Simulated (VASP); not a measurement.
# CdO (Fm-3m) in VASP: further runs

Aim: see how the results for CdO move with the level of theory and the settings. Levels: PBE+D4, BLYP. Tasks: single point.

All numbers are computed with VASP 6.6.1; they aren't measurements. Logs are shortened: lines on timing, memory, paths and dates and some standing lists are left out, and cuts for length are marked.

**1. The cell of the first run**

It takes space group Fm-3m (No. 225, cubic). Conventional cell: a = 4.727 Å, b = 4.727 Å, c = 4.727 Å, α = 90.00°, β = 90.00°, γ = 90.00°. Cd (site symmetry m-3m) has 6 O at 2.36 Å within 3.1 Å. O (site symmetry m-3m) has 6 Cd at 2.36 Å within 3.1 Å.

**2. Single point, PBE+D4 (13.20 Å³/atom)**

Input file INCAR:

```
PREC = Accurate
ENCUT = 700
EDIFF = 1E-6
ISMEAR = 0
SIGMA = 0.05
LREAL = False
LASPH = True
NELM = 120
ALGO = Normal
ISIF = 2
LWAVE = False
LCHARG = True
GGA = PE
IVDW = 13
LELF = True
LVHAR = True
NBANDS = 20
GGA_COMPAT = False
```

Input file KPOINTS:

```
regular mesh
0
Gamma
  8 8 8
```

Input file POSCAR:

```
CdO
1.0
    0.0000000000      2.3634451912      2.3634451912
    2.3634451912      0.0000000000      2.3634451912
    2.3634451912      2.3634451912      0.0000000000
Cd O
1 1
Direct
    0.0000000000      0.0000000000      0.0000000000
    0.5000000000      0.5000000000      0.5000000000
```

Potentials or basis: VASP PAW PBE potentials, release 64 (Cd_sv_GW, O).

Run with:

```bash
$ cat potpaw_PBE.64/Cd_sv_GW/POTCAR potpaw_PBE.64/O/POTCAR > POTCAR
$ mpirun -np 1 vasp_std > vasp.out
```

OUTCAR:

```text
PREC = Accurate
   ENCUT = 700
   EDIFF = 1E-6
   ISMEAR = 0
   LREAL = False
   LASPH = True
   NELM = 120
   ISIF = 2
   GGA = PE
   IVDW = 13

 ion  position               nearest neighbor table
   1  0.000  0.000  0.000-
   2  0.500  0.500  0.500-

  LATTYP: Found a face centered cubic cell.
 ALAT       =     4.7268903824

  Lattice vectors:

 A1 = (   0.0000000000,   2.3634451912,   2.3634451912)
 A2 = (   2.3634451912,   0.0000000000,   2.3634451912)
 A3 = (   2.3634451912,   2.3634451912,   0.0000000000)

Analysis of symmetry for initial positions (statically):
=====================================================================
 Subroutine PRICEL returns:
 Original cell was already a primitive cell.

 Routine SETGRP: Setting up the symmetry group for a
 face centered cubic supercell.

 Subroutine GETGRP returns: Found 48 space group operations
 (whereof 48 operations were pure point group operations)
 out of a pool of 48 trial point group operations.

The static configuration has the point symmetry O_h .

Analysis of symmetry for dynamics (positions and initial velocities):
=====================================================================
 Subroutine PRICEL returns:
 Original cell was already a primitive cell.

 Routine SETGRP: Setting up the symmetry group for a
 face centered cubic supercell.

 Subroutine GETGRP returns: Found 48 space group operations
 (whereof 48 operations were pure point group operations)
 out of a pool of 48 trial point group operations.

The dynamic configuration has the point symmetry O_h .

 Subroutine INISYM returns: Found 48 space group operations
 (whereof 48 operations are pure point group operations),
 and found     1 'primitive' translations

----------------------------------------------------------------------------------------

                                     Primitive cell

  volume of cell :      26.4038

  direct lattice vectors                    reciprocal lattice vectors
     0.000000000  2.363445191  2.363445191    -0.211555572  0.211555572  0.211555572
     2.363445191  0.000000000  2.363445191     0.211555572 -0.211555572  0.211555572
     2.363445191  2.363445191  0.000000000     0.211555572  0.211555572 -0.211555572

  length of vectors
     3.342416243  3.342416243  3.342416243     0.366425000  0.366425000  0.366425000

  position of ions in fractional coordinates (direct lattice)
     0.000000000  0.000000000  0.000000000
[... 76 lines left out ...]
   ENCUT  =  700.0 eV  51.45 Ry    7.17 a.u.   7.21  7.21  7.21*2*pi/ulx,y,z
   NELM   =    120;   NELMIN=  2; NELMDL= -5     # of ELM steps
   EDIFF  = 0.1E-05   stopping-criterion for ELM
   LREAL  =      F    real-space projection
   EDIFFG = 0.1E-04   stopping-criterion for IOM
   NSW    =      0    number of steps for IOM
   IBRION =     -1    ionic relax: 0-MD 1-quasi-New 2-CG
   NFREE  =      0    steps in history (QN), initial steepest desc. (CG)
   ISIF   =      2    stress and relaxation
   ISYM   =      2    0-nonsym 1-usesym 2-fastsym
   POTIM  = 0.5000    time-step for ionic-motion
   TEBEG  =    0.0;   TEEND  =   0.0 temperature during run
   PSTRESS=    0.0 pullay stress
   NELECT =      26.0000    total number of electrons
   NUPDOWN=      -1.0000    fix difference up-down
   EMIN   =  10.00;   EMAX   =-10.00  energy-range for DOS
   EFERMI =   0.00;   METHOD = LEGACY
   ISMEAR =     0;   SIGMA  =   0.05  broadening in eV -4-tet -1-fermi 0-gaus
   EFERMI_NEDOS =   21; number of points for ismear=-14 and -15
   IALGO  =     38    algorithm
   IMIX   =      4    mixing-type and parameters
     AMIX     =   0.40;   BMIX     =  1.00
     AMIX_MAG =   1.60;   BMIX_MAG =  1.00
  volume/ion in A,a.u.               =      13.20        89.09
  Fermi-wavevector in a.u.,A,eV,Ry     =   1.628710  3.077815 36.092121  2.652696
  Thomas-Fermi vector in A             =   2.721296
   LORBIT       =      0    0 simple, 1 ext, 2 COOP (PROOUT), +10 PAW based schemes
   GGA     = PE    functional components
   LHFCALC =     F    Hartree Fock is set to
   AEXX    =    0.0000 exact exchange contribution
   IVDW    =    13    specifies the selected vdW correction
   LEPSILON=     F    determine dielectric tensor
   LRPA    =     F    only Hartree local field effects (RPA)
 non-spin polarized calculation
 Gauss-broadening in eV      SIGMA  =   0.05
  energy-cutoff  :      700.00
  volume of cell :       26.40
 maximum number of plane-waves:      1124
 NGX is ok and might be reduce to    30
   NGX = 15   NGY = 15   NGZ = 15

 number of electron      25.9999992 magnetization

 Free energy of the ion-electron system (eV)
  ---------------------------------------------------
  ext. energy  EPLUGINS =         0.00000000
  ---------------------------------------------------
  free energy    TOTEN  =        -7.82700078 eV

  energy without entropy =       -7.82675415  energy(sigma->0) =       -7.82687747

 E-fermi :   4.8105     XC(G=0): -11.8094

 val. band max:        4.7681937387   @ k =   0.5000   0.0000   0.0000
 cond. band min:       5.6942020284   @ k =   0.1250   0.0000   0.0000
 fundamental gap:      0.9260082898
 Fermi energy:         4.8105038609

 k-point     1 :       0.0000    0.0000    0.0000
  band No.  band energies     occupation
      1     -95.6647      2.00000
      2     -56.7433      2.00000
      3     -56.7433      2.00000
      4     -56.7433      2.00000
      5     -12.4601      2.00000
      6      -1.9034      2.00000
[... 541 lines left out ...]
     19      23.9881      0.00000
     20      27.0907      0.00000

 [... further k-points ...]

------------------------ aborting loop because EDIFF is reached ----------------------------------------

  DFT-D4 for vdW energy calculation

  Edisp (eV):   -0.61707

  FORCE on cell =-STRESS in cart. coord.  units (eV):
  Direction    XX          YY          ZZ          XY          YZ          ZX
  --------------------------------------------------------------------------------------
  -------------------------------------------------------------------------------------
  Total      -0.03283    -0.03283    -0.03283     0.00000     0.00000    -0.00000
  in kB      -1.99231    -1.99231    -1.99231     0.00000     0.00000    -0.00000
  external pressure =       -1.99 kB  Pullay stress =        0.00 kB

 VOLUME and BASIS-vectors are now :
 -----------------------------------------------------------------------------
  energy-cutoff  :      700.00
  volume of cell :       26.40
      direct lattice vectors                 reciprocal lattice vectors
     0.000000000  2.363445191  2.363445191    -0.211555572  0.211555572  0.211555572
     2.363445191  0.000000000  2.363445191     0.211555572 -0.211555572  0.211555572
     2.363445191  2.363445191  0.000000000     0.211555572  0.211555572 -0.211555572

 POSITION                                       TOTAL-FORCE (eV/Angst)
 -----------------------------------------------------------------------------------
      0.00000      0.00000      0.00000         0.000000      0.000000      0.000000
      2.36345      2.36345      2.36345        -0.000000     -0.000000     -0.000000
 -----------------------------------------------------------------------------------
    total drift:                               -0.000000      0.000000      0.000000

  FREE ENERGIE OF THE ION-ELECTRON SYSTEM (eV)
  ---------------------------------------------------
  free  energy   TOTEN  =        -8.4440729240 eV

  energy  without entropy=       -8.4438262919  energy(sigma->0) =       -8.44394961
```

OSZICAR:

```text
N       E                     dE             d eps       ncg     rms          rms(c)
DAV:   1     0.527636488774E+03    0.52764E+03   -0.18160E+04  1168   0.229E+03
DAV:   2     0.360944502748E+02   -0.49154E+03   -0.46133E+03  1160   0.691E+02
DAV:   3    -0.826415208496E+01   -0.44359E+02   -0.43699E+02  1744   0.250E+02
DAV:   4    -0.958002288139E+01   -0.13159E+01   -0.13149E+01  1580   0.403E+01
DAV:   5    -0.963416129396E+01   -0.54138E-01   -0.54136E-01  1616   0.814E+00    0.145E+01
DAV:   6    -0.787900764015E+01    0.17552E+01   -0.91410E+00  1744   0.496E+01    0.156E+01
DAV:   7    -0.784857036699E+01    0.30437E-01   -0.92484E-01  1800   0.110E+01    0.956E+00
DAV:   8    -0.783621292084E+01    0.12357E-01   -0.18849E-01  1512   0.553E+00    0.845E-01
DAV:   9    -0.782689405097E+01    0.93189E-02   -0.47839E-02  1712   0.247E+00    0.145E-01
DAV:  10    -0.782699626952E+01   -0.10222E-03   -0.20822E-03  1372   0.461E-01    0.676E-02
DAV:  11    -0.782699978805E+01   -0.35185E-05   -0.13426E-04  1664   0.106E-01    0.136E-02
DAV:  12    -0.782700088179E+01   -0.10937E-05   -0.80307E-06  1592   0.292E-02    0.743E-03
DAV:  13    -0.782700078211E+01    0.99683E-07   -0.26122E-06  1260   0.163E-02
   1 F= -.84440729E+01 E0= -.84439496E+01  d E =-.246632E-03
```

stdout:

```text
POSCAR found type information on POSCAR CdO
 POSCAR found :  2 types and       2 ions
 scaLAPACK will be used
 LDA part: xc-table for (Slater+PW92), standard interpolation
 POSCAR, INCAR and KPOINTS ok, starting setup
 FFT: planning ... GRIDC
 FFT: planning ... GRID_SOFT
 FFT: planning ... GRID
 WAVECAR not read
 entering main loop
```

Run time: 24 s. Hardware: 1 thread of AMD EPYC 7R13 (Zen 3), shared host; peak memory 0.16 GiB.

Results:

- Free energy: -8.4441 eV
- Pressure: -0.2 GPa
- Band gap on the k mesh: zero (bands 13 and 14 overlap by 0.44 eV)
- Dispersion energy per atom: -0.309 eV

Levels at points of the mesh, in eV from the Fermi level:
```csv
k point,band 11,band 12,band 13,band 14,band 15,band 16
"(0.00, 0.00, 0.00)",-1.33,-1.33,-1.33,-0.49,14.47,16.87
"(0.50, 0.00, 0.00)",-3.80,-0.04,-0.04,4.39,7.16,11.76
"(0.50, 0.50, 0.00)",-4.23,-2.27,-2.27,3.79,8.41,11.13
```

Caveat: semilocal functionals underestimate gaps, and a narrow one can read as zero.

**3. Single point, BLYP (13.83 Å³/atom)**

This run uses another cell than the first one, of 13.83 Å³/atom.

Input file INCAR:

```
SYSTEM = CdO
  AGGAC = 1.0
  AGGAX = 1.0
  ALDAC = 0.0
  ALDAX = 1.0
  ALGO = Normal
  EDIFF = 1E-6
  ENCUT = 700
  GGA = B5
  GGA_COMPAT = .FALSE.
  ISIF = 2
  ISMEAR = 0
  LASPH = .TRUE.
  LCHARG = .FALSE.
  LREAL = .FALSE.
  LWAVE = .FALSE.
  NBANDS = 20
  NELM = 120
  PREC = Accurate
  SIGMA = 0.05
```

Input file KPOINTS:

```
k-points
0
G
  8 8 8
  0 0 0
```

Input file POSCAR:

```
CdO
1.0
    0.0000000000      2.4001961454      2.4001961454
    2.4001961454      0.0000000000      2.4001961454
    2.4001961454      2.4001961454      0.0000000000
Cd O
1 1
Direct
    0.0000000000      0.0000000000      0.0000000000
    0.5000000000      0.5000000000      0.5000000000
```

Potentials or basis: VASP PAW PBE potentials, release 64 (Cd_sv_GW, O).

Run with:

```bash
$ cat potpaw_PBE.64/Cd_sv_GW/POTCAR potpaw_PBE.64/O/POTCAR > POTCAR
$ mpirun -np 1 vasp_std > vasp.out
```

Run time: 31 s. Hardware: 1 thread of AMD EPYC 7R13 (Zen 3), shared host; peak memory 0.16 GiB.

It converged, with:

```yaml
Free_energy: -7.0648 eV
Pressure: 2.3 GPa
Band_gap_on_the_k_mesh: zero (bands 13 and 14 overlap by 0.39 eV)
```

Levels at points of the mesh, in eV from the Fermi level:
| k point | band 9 | band 10 | band 11 | band 12 | band 13 | band 14 | band 15 | band 16 | band 17 | band 18 |
| --- | --- | --- | --- | --- | --- | --- | --- | --- | --- | --- |
| (0.00, 0.00, 0.00) | -6.45 | -6.45 | -1.16 | -1.16 | -1.16 | -0.43 | 14.98 | 16.81 | 16.81 | 16.81 |
| (0.50, 0.00, 0.00) | -6.25 | -6.25 | -3.69 | -0.04 | -0.04 | 4.62 | 6.81 | 11.57 | 11.57 | 17.45 |
| (0.50, 0.50, 0.00) | -6.14 | -5.89 | -3.82 | -2.03 | -2.03 | 3.53 | 8.39 | 11.40 | 12.77 | 12.77 |

Caveat: semilocal functionals underestimate gaps, and a narrow one can read as zero; the PAW data sets were made with another functional, which shifts forces and pressure a little.

The gap in the log of VASP goes by the Fermi energy; the results here count the filled bands.